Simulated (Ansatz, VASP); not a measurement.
## BP: VASP beside Ansatz

INCAR

```
SYSTEM = BP
  PREC = Accurate
  ENCUT = 520
  EDIFF = 1E-6
  ISMEAR = -1
  SIGMA = 0.02
  LREAL = .FALSE.
  LASPH = .TRUE.
  NELM = 100
  ALGO = Normal
  ISIF = 2
  LWAVE = .FALSE.
  LCHARG = .TRUE.
  GGA = PE
  LELF = .TRUE.
  LVHAR = .TRUE.
  NBANDS = 11
```

Contents of KPOINTS:

```
Automatic mesh
0
G
  10 10 10
  0 0 0
```

File POSCAR:

```
BP
1.0
    0.0000000000      2.2683156840      2.2122882866
    2.2683156840      0.0000000000      2.2122882866
    2.2683156840      2.2683156840      0.0000000000
B P
1 1
Direct
    0.0000000000      0.0000000000      0.0000000000
    0.2500000000      0.2500000000      0.2500000000
```

Input for Ansatz:

```yaml
crystal:
  lattice:
    - [0.0, 2.268315684, 2.2122882866]
    - [2.268315684, 0.0, 2.2122882866]
    - [2.268315684, 2.268315684, 0.0]
  atoms:
    - { symbol: B, position: [0.0, 0.0, 0.0] }
    - { symbol: P, position: [0.25, 0.25, 0.25] }
kpoints:
  mp_grid: { grid: [10, 10, 10] }
  band_path:
    path:
      - [0.0, 0.0, 0.0]
      - [-0.5, -0.5, 0.0]
      - [-0.375, -0.375, 0.25]
      - [-0.375, 0.0, 0.375]
      - [0.0, 0.0, 0.5]
      - [-0.5, -0.25, 0.25]
      - [0.414062, 0.414062, 0.0]
    npoints: 1
hamiltonian:
  xc: pbe
scf:
  occupations: { method: fermi_dirac, width: 0.02 }
  n_extra_bands: 4
output:
  forces: true
  stress: true
  eigenvalues: true
  write_density: true
  write_potential: true
  elf: true
  volumetric_format: npy
```

Change from the starting cell: uniaxial_z strain -2.5%.

Alike in both runs: task single point; functional PBE; k mesh 10 × 10 × 10; occupations fermi-dirac, width 0.02 eV; no spin polarisation.

```csv
,VASP,Ansatz
version,VASP 6.6.1,Ansatz 0.2.0
potentials or method,"VASP PAW PBE potentials, release 64 (B, P)","plane waves, PAW"
plane-wave cutoff (eV),520,420
valence electrons in the cell,8,8
```

Ansatz gave:

```
gap on the k mesh at the Fermi level (eV)                     : 0.83
pressure (GPa)                                                : 5.6
traceless stress, the component that is largest in VASP (GPa) : 4.40
```

Task: What did VASP give for the same quantities?

Result: gap on the k mesh at the Fermi level (eV): 0.83; pressure (GPa): 5.4; traceless stress, the component that is largest in VASP (GPa): 4.40.
